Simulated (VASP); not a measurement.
## Pt2Se3: relaxation of cell and atoms with PBE

Crystal: Pt2Se3.

```
Pt Se
1.0
     4.64016    0.00000    0.00000
    -2.32008    4.01850    0.00000
     0.00000    0.00000    5.60257
Pt Se
2 3
Cartesian
  0.0000 2.6790 0.7732
  2.3201 1.3395 4.8294
  0.0000 0.0000 0.0000
  0.0000 2.6790 3.5016
  2.3201 1.3395 2.1010
```

```json
{
  "Program": "VASP 6.6.1",
  "Task": "relaxation of cell and atoms",
  "Functional": "PBE",
  "Potentials or basis": "VASP PAW PBE potentials, release 64 (Pt, Se)",
  "Cutoff": "600 eV",
  "k mesh": "6 × 6 × 4",
  "Occupations": "gaussian, width 0.1 eV",
  "Spin": "no spin polarisation",
  "Dipole correction": "no",
  "Further INCAR settings": "ALGO = Normal; EDIFF = 1e-06; IBRION = 2; EDIFFG = -0.04; NSW = 90; ISIF = 3"
}
```

The relaxed volume is 21.68 Å³/atom, the relaxed cell is a = 3.770 Å, b = 3.770 Å, c = 8.811 Å, α = 90.00°, β = 90.00°, γ = 120.00° and the space group after relaxing (to 0.1 Å) is P-3m1 (No. 164). The energy gained by relaxing is 491.9 meV/atom, the ionic steps are 47 and the pressure after relaxing is -0.1 GPa. The largest force after relaxing is 0.033 eV/Å and the band gap on the k mesh is zero (bands 19 and 20 overlap by 1.53 eV).

Forces in eV/Å, atoms in the order of the input:
```
Pt   0.000  0.000  0.033
Pt   0.000  0.000 -0.033
Se   0.000  0.000  0.000
Se   0.000  0.000  0.003
Se   0.000  0.000 -0.003
```

The path:
| step | energy change (eV) | largest force (eV/Å) | pressure (GPa) | volume (Å³) |
| --- | --- | --- | --- | --- |
| 1 | 0.0000 | 0.7958 | -6.43 | 104.47 |
| 3 | -0.2167 | 0.9019 | 1.75 | 96.30 |
| 5 | -1.0432 | 1.3232 | 4.28 | 93.65 |
| 7 | -1.2320 | 0.7517 | 6.88 | 92.47 |
| 9 | -1.3705 | 0.7278 | 0.42 | 97.48 |
| 11 | -1.4403 | 0.4154 | -0.56 | 97.98 |
| 13 | -1.5045 | 0.3631 | -0.04 | 97.43 |
| 15 | -1.5399 | 0.2311 | 1.58 | 96.56 |
| 17 | -1.5906 | 0.3714 | 2.13 | 97.37 |
| 19 | -1.6183 | 0.3991 | -1.20 | 100.53 |
| 21 | -1.7489 | 1.0119 | 0.08 | 102.92 |
| 23 | -1.7508 | 1.1651 | 0.47 | 103.18 |
| 25 | -1.8237 | 1.4420 | 0.96 | 104.87 |
| 27 | -1.7965 | 2.6641 | 6.92 | 110.08 |
| 29 | -1.9422 | 2.1265 | 3.40 | 108.76 |
| 31 | -2.1303 | 1.7613 | 0.55 | 114.86 |
| 33 | -2.1819 | 1.5230 | -0.34 | 115.76 |
| 35 | -2.3993 | 0.5146 | -2.02 | 112.90 |
| 37 | -2.4367 | 0.2402 | -0.67 | 110.00 |
| 39 | -2.4478 | 0.2038 | 0.24 | 108.68 |
| 41 | -2.4542 | 0.1166 | -0.14 | 108.51 |
| 43 | -2.4577 | 0.0653 | 0.62 | 107.77 |
| 45 | -2.4590 | 0.0433 | 0.14 | 108.19 |
| 47 | -2.4594 | 0.0333 | -0.12 | 108.42 |

Final structure:
```yaml
crystal:
  lattice:
    - [3.76957, 0.00000, 0.00000]
    - [-1.88478, 3.26454, 0.00000]
    - [0.00000, 0.00000, 8.81070]
  atoms:
    - { symbol: Pt, position: [0.33333, 0.66667, 0.18843] }
    - { symbol: Pt, position: [0.66667, 0.33333, 0.81157] }
    - { symbol: Se, position: [0.00000, 0.00000, 0.00000] }
    - { symbol: Se, position: [0.33333, 0.66667, 0.67654] }
    - { symbol: Se, position: [0.66667, 0.33333, 0.32346] }
```

Levels at points of the mesh, in eV from the Fermi level:
| k point | band 15 | band 16 | band 17 | band 18 | band 19 | band 20 | band 21 | band 22 | band 23 |
| --- | --- | --- | --- | --- | --- | --- | --- | --- | --- |
| (0.00, 0.00, 0.00) | -1.76 | -0.97 | -0.97 | 0.04 | 1.05 | 1.05 | 2.43 | 2.43 | 2.91 |
| (0.50, 0.00, 0.00) | -2.41 | -2.28 | -2.19 | -1.55 | -0.74 | 0.01 | 1.87 | 1.89 | 2.08 |
| (0.00, 0.00, 0.50) | -1.22 | -1.20 | -1.05 | -1.05 | 1.23 | 1.23 | 2.33 | 2.33 | 3.83 |
| (0.50, 0.00, 0.50) | -2.34 | -2.33 | -2.11 | -2.03 | -0.93 | -0.22 | 2.25 | 2.34 | 2.70 |

Wall time 15 min on 1 thread of Intel(R) Xeon(R) 6975P-C (Granite Rapids) (shared host), peak memory 0.34 GiB.

Caveat: a cell axis changed by over 15 % at a fixed basis, so the end point is rough; spin-orbit coupling is left out, which moves the levels of the heavy elements; this functional lacks dispersion, which binds the layers, so the pressure and a relaxed spacing across them are unreliable.
